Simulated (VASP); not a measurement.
Crystal: CaSe.

```
Ca Se
1.0
     0.00000    3.27956    3.26349
     3.27956    0.00000    3.26349
     3.27956    3.27956    0.00000
Ca Se
1 1
Direct
  0.00000 0.00000 0.00000
  0.25000 0.25000 0.25000
```

This cell differs from its parent crystal: uniaxial z strain -0.5%.

Base run:

```yaml
Program: VASP 6.6.1
Functional: PBE
Potentials_or_basis: VASP PAW PBE potentials, release 64 (Ca_sv, Se)
Cutoff: 520 eV
k_mesh: 6 × 6 × 6
Occupations: fermi-dirac, width 0.02 eV
Spin: no spin polarisation
```

Its results: band gap on the k mesh 3.22 eV (least direct gap 3.31 eV); pressure 0.7 GPa.

Task: The run is repeated on the same cell with these changes: functional from PBE to r2SCAN; occupations from fermi-dirac, width 0.02 eV to gaussian, width 0.01 eV. What comes out?

Result: Band gap on the k mesh 3.70 eV (least direct gap 3.79 eV); pressure 0.4 GPa.

Caveats: the structure was generated, so it needn't be the stable form of CaSe; the PAW data sets were made with another functional, which shifts forces and pressure a little (at least some runs).

A k mesh can miss the band edges.
